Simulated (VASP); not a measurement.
Here is a VASP 6.6.1 calculation.

Contents of INCAR:

```
ALGO = Normal
EDIFF = 1E-6
ENCUT = 600
GGA = PS
GGA_COMPAT = False
ISIF = 2
ISMEAR = 0
LASPH = True
LCHARG = False
LREAL = False
LWAVE = False
NBANDS = 11
NELM = 120
PREC = Accurate
SIGMA = 0.1
```

Contents of KPOINTS:

```
k-points
0
Gamma
  6 6 6
```

File POSCAR:

```
MgS
1.0
    0.0000000000      2.7514331416      2.7514331416
    2.7514331416      0.0000000000      2.7514331416
    2.7514331416      2.7514331416      0.0000000000
Mg S
1 1
Direct
    0.0000000000      0.0000000000      0.0000000000
    0.5000000000      0.5000000000      0.5000000000
```

Potentials or basis: VASP PAW PBE potentials, release 64 (Mg, S).

The run is started by

```sh
$ cat potpaw_PBE.64/Mg/POTCAR potpaw_PBE.64/S/POTCAR > POTCAR
$ mpirun -np 1 vasp_std > vasp.out
```

(1) Estimate the band gap on the k mesh.

(2) Predict the pressure.

## Answers

(1) 2.34 eV, indirect (least direct gap 2.42 eV).

(2) -9.9 GPa.

Caveat: the cell differs from its parent crystal (Ca replaced by Mg, lengths x 0.925, strained); the PAW data sets were made with another functional, which shifts forces and pressure a little.
